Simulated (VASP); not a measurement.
Set up this calculation in VASP 6.6.1, as the native input.

```
Task                   : single point
Functional             : PBE
Potentials or basis    : VASP PAW PBE potentials, release 64 (Pt)
Cutoff                 : 520 eV
k mesh                 : 11 × 11 × 1
Occupations            : fermi-dirac, width 0.05 eV
Spin                   : no spin polarisation
Dipole correction      : yes
Further INCAR settings : ALGO = Normal; EDIFF = 1e-07; NBANDS = 33
```

The structure of Pt lies in POSCAR:

```
Pt
1.0
    2.7688887338      0.0000000000      0.0000000000
   -1.3844443669      2.3979279837      0.0000000000
    0.0000000000      0.0000000000     24.0431527364
Pt
5
Direct
    0.6666666667      0.3333333333      0.3119391239
    0.3333333333      0.6666666667      0.4059695619
    0.0000000000      0.0000000000      0.5000000000
    0.6666666667      0.3333333333      0.5940304381
    0.3333333333      0.6666666667      0.6880608761
```

These files were run (other wordings do the same):

INCAR

```
PREC = Accurate
ENCUT = 520
EDIFF = 1E-7
ISMEAR = -1
SIGMA = 0.05
LREAL = False
LASPH = True
NELM = 100
ALGO = Normal
ISIF = 2
LWAVE = False
LCHARG = False
LDIPOL = True
IDIPOL = 3
DIPOL = 0.5 0.5 0.500
GGA = PE
NBANDS = 33
```

KPOINTS

```
regular mesh
0
Gamma
  11 11 1
```

Potentials or basis: VASP PAW PBE potentials, release 64 (Pt).

The run is started by

```console
$ cat potpaw_PBE.64/Pt/POTCAR > POTCAR
$ mpirun -np 1 vasp_std > vasp.out
```

Results of the run:

- Largest force: 0.508 eV/Å
- Band gap on the k mesh: zero (bands 25 and 26 overlap by 1.51 eV)

Caveat: spin-orbit coupling is left out, which moves the levels of the heavy elements.

It took 100 s on 1 thread of Intel(R) Xeon(R) 6975P-C (Granite Rapids), on a shared host, peak memory 0.32 GiB.
